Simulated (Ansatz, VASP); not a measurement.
**Two plane-wave programs on Sc2SbP3**

Contents of INCAR:

```
PREC = Accurate ; ENCUT = 600
EDIFF = 1E-6 ; ISMEAR = 0
SIGMA = 0.1 ; LREAL = F
LASPH = T ; NELM = 80
ALGO = Normal ; ISIF = 3
LWAVE = F ; LCHARG = F
GGA = PE ; IBRION = 2
NSW = 90 ; EDIFFG = -0.04
```

The input KPOINTS:

```
regular mesh
0
Gamma
  3 3 6
```

File POSCAR:

```
Sc2SbP3
1.0
    6.0543235300      0.0000000000      0.0000000000
   -3.0271617600      5.2431979800      0.0000000000
    0.0000000000      0.0000000000      3.5297498700
Sc Sb P
2 1 3
Direct
    0.3333333300      0.6666666700      0.0000000000
    0.6666666700      0.3333333300      0.0000000000
    0.0000000000      0.0000000000      0.0000000000
    0.5000000000      0.0000000000      0.5000000000
    0.5000000000      0.5000000000      0.5000000000
    0.0000000000      0.5000000000      0.5000000000
```

Input for Ansatz:

```yaml
crystal:
  lattice:
    - [6.05432353, 0.0, 0.0]
    - [-3.02716176, 5.24319798, 0.0]
    - [0.0, 0.0, 3.52974987]
  atoms:
    - { symbol: Sc, position: [0.33333333, 0.66666667, 0.0] }
    - { symbol: Sc, position: [0.66666667, 0.33333333, 0.0] }
    - { symbol: Sb, position: [0.0, 0.0, 0.0] }
    - { symbol: P, position: [0.5, 0.0, 0.5] }
    - { symbol: P, position: [0.5, 0.5, 0.5] }
    - { symbol: P, position: [0.0, 0.5, 0.5] }
basis:
  ecutwfc: 420
kpoints:
  mp_grid: { grid: [3, 3, 6] }
hamiltonian:
  xc: pbe
scf:
  occupations: { method: gaussian, width: 0.1 }
  lower_state_search: "off"
output:
  forces: true
  stress: true
  eigenvalues: true
relax:
  adjacent_minimum: "off"
  f_tol: 0.04
  max_steps: 70
  cell: { stress_tol: 0.4 }
```

Change from the starting cell: species swapped into the DyCo3B2 type (P6/mmm, No. 191).

Alike in both runs: task relaxation of cell and atoms; functional PBE; k mesh 3 × 3 × 6; occupations gaussian, width 0.1 eV; no spin polarisation.

|  | VASP | Ansatz |
| --- | --- | --- |
| version | VASP 6.6.1 | Ansatz 0.2.0 |
| potentials or method | VASP PAW PBE potentials, release 64 (Sc_sv, Sb, P), cutoff 600 eV | scalar-relativistic, plane waves, PAW |
| valence electrons in the cell | 42 | 52 |

|  | VASP | Ansatz | Ansatz less VASP |
| --- | --- | --- | --- |
| gap on the k mesh at the Fermi level, each at its own relaxed structure (eV) | none | none | - |
| relaxed volume (Å³/atom) | 19.86 | 19.83 | -0.032 |
| relaxed length of the cell vector where the two differ most in proportion (Å) | 3.915 | 3.907 | -0.0086 |

A gap of «none» marks a metal or a gap that the smearing closes. VASP's potentials hold 42 valence electrons a cell and Ansatz's 52, so a difference there can come from the potentials and not from the codes.

The k mesh is coarse, so the values compare programs but aren't converged. Neither program's run includes spin-orbit coupling.
